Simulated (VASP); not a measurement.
# MoS2 (P6_3/mmc) in VASP: notebook, part 2 of 2

VASP 6.6.1.

## (5) Single point, PBEsol

This run uses another cell than the first one, of 19.00 Å³/atom.

Input file INCAR:

```
SYSTEM = MoS2
ALGO = Normal
EDIFF = 1E-7
ENCUT = 520
GGA = PS
ISIF = 2
ISMEAR = 0
LASPH = .TRUE.
LCHARG = .FALSE.
LREAL = .FALSE.
LWAVE = .FALSE.
NBANDS = 35
NELM = 60
PREC = Accurate
SIGMA = 0.02
```

Input file KPOINTS:

```
k-points
0
G
  12 12 2
  0 0 0
```

Input file POSCAR:

```
MoS2
1.0
    3.1413882571      0.0000000000      0.0000000000
   -1.5706941286      2.7205220338      0.0000000000
    0.0000000000      0.0000000000     13.3401940004
Mo S
2 4
Direct
    0.6666666667      0.3333333333      0.2500000000
    0.3333333333      0.6666666667      0.7500000000
    0.6666666667      0.3333333333      0.6330895797
    0.3333333333      0.6666666667      0.3669104203
    0.6666666667      0.3333333333      0.8669104203
    0.3333333333      0.6666666667      0.1330895797
```

Potentials or basis: VASP PAW PBE potentials, release 64 (Mo_sv, S).

Launch:

```bash
$ cat potpaw_PBE.64/Mo_sv/POTCAR potpaw_PBE.64/S/POTCAR > POTCAR
$ mpirun -np 1 vasp_std > vasp.out
```

OUTCAR:

```text
SYSTEM = MoS2
   EDIFF = 1E-7
   ENCUT = 520
   GGA = PS
   ISIF = 2
   ISMEAR = 0
   LASPH = .TRUE.
   LREAL = .FALSE.
   NELM = 60
   PREC = Accurate

 ion  position               nearest neighbor table
   1  0.667  0.333  0.250-   4 2.39   6 2.39   4 2.39   6 2.39   4 2.39   6 2.39
   2  0.333  0.667  0.750-   3 2.39   5 2.39   3 2.39   5 2.39   3 2.39   5 2.39
   3  0.667  0.333  0.633-   2 2.39   2 2.39   2 2.39
   4  0.333  0.667  0.367-   1 2.39   1 2.39   1 2.39
   5  0.667  0.333  0.867-   2 2.39   2 2.39   2 2.39
   6  0.333  0.667  0.133-   1 2.39   1 2.39   1 2.39

  LATTYP: Found a hexagonal cell.
 ALAT       =     3.1413882571
 C/A-ratio  =     4.2465919233

  Lattice vectors:

 A1 = (   3.1413882571,   0.0000000000,   0.0000000000)
 A2 = (  -1.5706941286,   2.7205220338,   0.0000000000)
 A3 = (   0.0000000000,   0.0000000000,  13.3401940004)

Analysis of symmetry for initial positions (statically):
=====================================================================
 Subroutine PRICEL returns:
 Original cell was already a primitive cell.

 Routine SETGRP: Setting up the symmetry group for a
 hexagonal supercell.

 Subroutine GETGRP returns: Found 24 space group operations
 (whereof 12 operations were pure point group operations)
 out of a pool of 24 trial point group operations.

The static configuration has the point symmetry D_3d.
 The point group associated with its full space group is D_6h.

Analysis of symmetry for dynamics (positions and initial velocities):
=====================================================================
 Subroutine PRICEL returns:
 Original cell was already a primitive cell.

 Routine SETGRP: Setting up the symmetry group for a
 hexagonal supercell.

 Subroutine GETGRP returns: Found 24 space group operations
 (whereof 12 operations were pure point group operations)
[... 132 lines left out ...]
  volume/ion in A,a.u.               =      19.00       128.23
  Fermi-wavevector in a.u.,A,eV,Ry     =   1.260174  2.381384 21.606585  1.588039
  Thomas-Fermi vector in A             =   2.393697
   LORBIT       =      0    0 simple, 1 ext, 2 COOP (PROOUT), +10 PAW based schemes
   GGA     = PS    functional components
   LHFCALC =     F    Hartree Fock is set to
   AEXX    =    0.0000 exact exchange contribution
   IVDW    =     0    specifies the selected vdW correction
   LEPSILON=     F    determine dielectric tensor
   LRPA    =     F    only Hartree local field effects (RPA)
 non-spin polarized calculation
 Gauss-broadening in eV      SIGMA  =   0.02
  energy-cutoff  :      520.00
  volume of cell :      114.01
 maximum number of plane-waves:      3094
 NGX is ok and might be reduce to    24
   NGX = 11   NGY = 11   NGZ = 49

 number of electron      52.0000005 magnetization

 Free energy of the ion-electron system (eV)
  ---------------------------------------------------
  ext. energy  EPLUGINS =         0.00000000
  ---------------------------------------------------
  free energy    TOTEN  =       -46.89247580 eV

  energy without entropy =      -46.89247580  energy(sigma->0) =      -46.89247580

 E-fermi :   6.5188     XC(G=0): -10.4888

 val. band max:        6.3321264459   @ k =   0.0000   0.0000   0.0000
 cond. band min:       7.6227782808   @ k =   0.1667   0.1667   0.0000
 fundamental gap:      1.2906518349
 Fermi energy:         6.5187862310

 k-point     1 :       0.0000    0.0000    0.0000
  band No.  band energies     occupation
      1     -54.7455      2.00000
      2     -54.7455      2.00000
      3     -28.9568      2.00000
      4     -28.9568      2.00000
      5     -28.6934      2.00000
      6     -28.6934      2.00000
[... 901 lines left out ...]
     34      10.2163      0.00000
     35      13.4400      0.00000

 [... further k-points ...]

------------------------ aborting loop because EDIFF is reached ----------------------------------------

  FORCE on cell =-STRESS in cart. coord.  units (eV):
  Direction    XX          YY          ZZ          XY          YZ          ZX
  --------------------------------------------------------------------------------------
  -------------------------------------------------------------------------------------
  Total       -0.0848259     -0.0848259     -0.3743064      0.0000000      0.0000000      0.0000000
  in kB       -1.1920733     -1.1920733     -5.2601952      0.0000000      0.0000000      0.0000000
  external PRESSURE =      -2.5481139 kB  Pullay stress =       0.0000000 kB

 VOLUME and BASIS-vectors are now :
 -----------------------------------------------------------------------------
  energy-cutoff  :      520.00
  volume of cell :      114.01
      direct lattice vectors                 reciprocal lattice vectors
     3.141388257  0.000000000  0.000000000     0.318330597  0.183788256  0.000000000
    -1.570694129  2.720522034  0.000000000     0.000000000  0.367576512  0.000000000
     0.000000000  0.000000000 13.340194000     0.000000000  0.000000000  0.074961429

 POSITION                                       TOTAL-FORCE (eV/Angst)
 -----------------------------------------------------------------------------------
      1.57069      0.90684      3.33505        -0.000000      0.000000      0.000000
     -0.00000      1.81368     10.00515         0.000000     -0.000000      0.000000
      1.57069      0.90684      8.44554        -0.000000      0.000000     -0.002310
     -0.00000      1.81368      4.89466         0.000000     -0.000000      0.002310
      1.57069      0.90684     11.56475        -0.000000      0.000000      0.002310
     -0.00000      1.81368      1.77544         0.000000     -0.000000     -0.002310
 -----------------------------------------------------------------------------------
    total drift:                               -0.000000      0.000000     -0.000000

  FREE ENERGIE OF THE ION-ELECTRON SYSTEM (eV)
  ---------------------------------------------------
  free  energy   TOTEN  =       -46.8924758042 eV

  energy  without entropy=      -46.8924758042  energy(sigma->0) =      -46.89247580
```

stdout:

```text
POSCAR found type information on POSCAR MoS
 POSCAR found :  2 types and       6 ions
 scaLAPACK will be used
 -----------------------------------------------------------------------------
|                                                                             |
|                                                                             |
|     You enforced a specific xc type in the INCAR file but a different       |
|     I HOPE YOU KNOW WHAT YOU ARE DOING!                                     |
|                                                                             |
 -----------------------------------------------------------------------------

 LDA part: xc-table for (Slater+PW92), standard interpolation
 POSCAR, INCAR and KPOINTS ok, starting setup
 FFT: planning ... GRIDC
 FFT: planning ... GRID_SOFT
 FFT: planning ... GRID
 WAVECAR not read
 entering main loop
```

Wall time 74 s (1 thread of Intel Xeon 6975P-C (Granite Rapids), shared host); peak memory 0.28 GiB.

Results:

| Quantity | Value |
| --- | --- |
| Free energy | -46.8925 eV |
| Pressure | -0.3 GPa |
| Band gap on the k mesh | 1.29 eV (least direct gap 1.77 eV) |

Forces on the atoms (eV/Å):
```
Mo   0.000  0.000  0.000
Mo   0.000  0.000  0.000
S    0.000  0.000 -0.002
S    0.000  0.000  0.002
S    0.000  0.000  0.002
S    0.000  0.000 -0.002
```

Caveat: the PAW data sets were made with another functional, which shifts forces and pressure a little; this functional lacks dispersion, which binds layers or chains, so the pressure and a relaxed spacing across them are unreliable.

## (6) Overview

| cell | gap on the mesh (eV) | pressure (GPa) |
| --- | --- | --- |
| a = 3.141, b = 3.141, c = 12.837 Å, angles 90.0, 90.0, 120.0°, 6 atoms, atomic positions A | 1.10 | -0.2 |
| a = 3.141, b = 3.141, c = 13.088 Å, angles 90.0, 90.0, 120.0°, 6 atoms, atomic positions B | 1.20 | -0.2 |
| a = 3.141, b = 3.141, c = 13.340 Å, angles 90.0, 90.0, 120.0°, 6 atoms, atomic positions C | 1.29 | -0.3 |

Alike in all rows: task single point; level PBEsol; potentials or basis VASP PAW PBE potentials, release 64 (Mo_sv, S); no spin polarisation; k mesh 12 × 12 × 2; cutoff (eV) 520; smearing gaussian 0.02 eV.

Caveats: the PAW data sets were made with another functional, which shifts forces and pressure a little; this functional lacks dispersion, which binds layers or chains, so the pressure and a relaxed spacing across them are unreliable.

Total energies depend on the potentials used, so only differences within one code and one set of settings carry meaning.
